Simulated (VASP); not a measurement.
# CoGe (zincblende type) (F-43m) in VASP: further runs, part 2 of 2

VASP 6.6.1.

## Step 3: Single point, LDA, collinear spin, ferromagnetic start (volume scaled by 0.95)

The input, INCAR:

```
  PREC = Accurate
  ENCUT = 520
  EDIFF = 1E-6
  ISMEAR = -1
  SIGMA = 0.05
  LREAL = False
  LASPH = True
  NELM = 150
  ALGO = Normal
  ISIF = 2
  LWAVE = False
  LCHARG = False
  ISPIN = 2
  MAGMOM = 1.7 0
  LORBIT = 11
  LMAXMIX = 4
  NBANDS = 22
```

The input, KPOINTS:

```
regular mesh
0
Gamma
  13 13 13
```

The input, POSCAR:

```
CoGe
1.0
    0.0000000000      2.5228532439      2.5228532439
    2.5228532439      0.0000000000      2.5228532439
    2.5228532439      2.5228532439      0.0000000000
Co Ge
1 1
Direct
    0.0000000000      0.0000000000      0.0000000000
    0.2500000000      0.2500000000      0.2500000000
```

Potentials or basis: VASP PAW LDA potentials, release 64 (Co, Ge_d).

Run with:

```console
$ cat potpaw_LDA.64/Co/POTCAR potpaw_LDA.64/Ge_d/POTCAR > POTCAR
$ mpirun -np 1 vasp_std > vasp.out
```

OUTCAR:

```text
PREC = Accurate
   ENCUT = 520
   EDIFF = 1E-6
   ISMEAR = -1
   LREAL = False
   LASPH = True
   NELM = 150
   ISIF = 2
   ISPIN = 2
   LORBIT = 11

 ion  position               nearest neighbor table
   1  0.000  0.000  0.000-   2 2.18   2 2.18   2 2.18   2 2.18
   2  0.250  0.250  0.250-   1 2.18   1 2.18   1 2.18   1 2.18

  LATTYP: Found a face centered cubic cell.
 ALAT       =     5.0457064878

  Lattice vectors:

 A1 = (   0.0000000000,   2.5228532439,   2.5228532439)
 A2 = (   2.5228532439,   0.0000000000,   2.5228532439)
 A3 = (   2.5228532439,   2.5228532439,   0.0000000000)

Analysis of symmetry for initial positions (statically):
=====================================================================
 Subroutine PRICEL returns:
 Original cell was already a primitive cell.

 Routine SETGRP: Setting up the symmetry group for a
 face centered cubic supercell.

 Subroutine GETGRP returns: Found 24 space group operations
 (whereof 24 operations were pure point group operations)
 out of a pool of 48 trial point group operations.

[... 788 lines left out ...]
 spin component 2

 k-point     1 :       0.0000    0.0000    0.0000
  band No.  band energies     occupation
      1     -17.8768      1.00000
      2     -17.8768      1.00000
      3     -17.8768      1.00000
      4     -17.8375      1.00000
      5     -17.8375      1.00000
      6      -4.9475      1.00000
[... 589 lines left out ...]
     21      24.8439      0.00000
     22      26.4646      0.00000

 [... further k-points ...]
[... 5 lines left out ...]
  --------------------------------------------------------------------------------------
  -------------------------------------------------------------------------------------
  Total        1.4233659      1.4233659      1.4233659     -0.0000000      0.0000000     -0.0000000
  in kB       71.0102702     71.0102702     71.0102702     -0.0000000      0.0000000     -0.0000000
  external PRESSURE =      71.0102702 kB  Pullay stress =       0.0000000 kB

 VOLUME and BASIS-vectors are now :
 -----------------------------------------------------------------------------
  energy-cutoff  :      520.00
  volume of cell :       32.11
      direct lattice vectors                 reciprocal lattice vectors
     0.000000000  2.522853244  2.522853244    -0.198188302  0.198188302  0.198188302
     2.522853244  0.000000000  2.522853244     0.198188302 -0.198188302  0.198188302
     2.522853244  2.522853244  0.000000000     0.198188302  0.198188302 -0.198188302

 POSITION                                       TOTAL-FORCE (eV/Angst)
 -----------------------------------------------------------------------------------
      0.00000      0.00000      0.00000        -0.000000     -0.000000      0.000000
      1.26143      1.26143      1.26143         0.000000      0.000000     -0.000000
 -----------------------------------------------------------------------------------
    total drift:                                0.000001      0.000001      0.000001

  FREE ENERGIE OF THE ION-ELECTRON SYSTEM (eV)
  ---------------------------------------------------
  free  energy   TOTEN  =       -12.3481397394 eV

  energy  without entropy=      -12.3404124619  energy(sigma->0) =      -12.34427610

 total charge

# of ion       s       p       d       tot
------------------------------------------
    1        0.531   0.403   7.627   8.561
    2        1.208   1.306  10.103  12.617
--------------------------------------------------
tot          1.739   1.709  17.731  21.178

 magnetization (x)

# of ion       s       p       d       tot
------------------------------------------
    1        0.000  -0.000   0.000   0.000
    2       -0.000  -0.000  -0.000  -0.000
--------------------------------------------------
tot         -0.000  -0.000   0.000   0.000
```

stdout:

```text
POSCAR found type information on POSCAR CoGe
 POSCAR found :  2 types and       2 ions
 scaLAPACK will be used
 LDA part: xc-table for (Slater(with rela. corr.)+CA(PZ))
 , standard interpolation
 POSCAR, INCAR and KPOINTS ok, starting setup
 FFT: planning ... GRIDC
 FFT: planning ... GRID_SOFT
 FFT: planning ... GRID
 WAVECAR not read
 entering main loop
```

Wall time 1.8 min (1 thread of Intel Xeon Platinum 8259CL at 2.50GHz (Skylake/Cascade Lake), shared host); peak memory 0.22 GiB.

What came out:

```yaml
Free_energy: -12.3481 eV
Pressure: 7.1 GPa
Net_moment: 0.00 μB per cell
Valence_electrons_inside_the_program's_atomic_spheres: Co 8.56; Ge 12.62
```

Levels at points of the mesh, in eV from the Fermi level:
Spin up:
```tsv
k point	band 9	band 10	band 11	band 12	band 13	band 14
(0.00, 0.00, 0.00)	-2.46	-1.00	-1.00	6.79	6.79	6.79
```
Spin down:
```tsv
k point	band 8	band 9	band 10	band 11	band 12	band 13	band 14	band 15
(0.00, 0.00, 0.00)	-2.46	-2.46	-1.00	-1.00	6.79	6.79	6.79	8.40
```

Caveat: the starting moments collapsed, and a magnetic state may lie lower.
